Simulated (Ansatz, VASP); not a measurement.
# Two plane-wave programs on BN

```xyz
8
Lattice="4.5302 0.0000 0.0000 0.0000 4.5302 0.0000 0.0000 0.0000 2.6903" Properties=species:S:1:pos:R:3 pbc="T T T"
B     0.7889    3.7413    1.3452
B     1.4762    1.4762    0.0000
B     3.0540    3.0540    0.0000
B     3.7413    0.7889    1.3452
N     3.6803    3.6803    1.3452
N     1.4152    3.1150    0.0000
N     3.1150    1.4152    0.0000
N     0.8499    0.8499    1.3452
```

Alike in both runs: task single point; functional PBEsol; k mesh 6 × 6 × 10; occupations gaussian, width 0.05 eV; no spin polarisation.

|  | VASP | Ansatz |
| --- | --- | --- |
| version | VASP 6.6.1 | Ansatz 0.2.0 |
| potentials or method | VASP PAW PBE potentials, release 64 (B, N), cutoff 520 eV | scalar-relativistic, plane waves, PAW |
| valence electrons in the cell | 32 | 32 |

```tsv
	VASP	Ansatz	Ansatz less VASP
gap on the k mesh at the Fermi level (eV)	4.63	4.64	+0.008
least direct gap on the mesh (eV)	5.58	5.59	+0.009
rms of the force components (eV/Å)	0.040	0.044	+0.0041
```

VASP's potentials were made for PBE, not for PBEsol, and Ansatz warns of the same on its side. Atom by atom the forces differ by 0.005 eV/Å (rms over components). With one functional, cell and mesh, what is left measures potentials, basis and numerics.
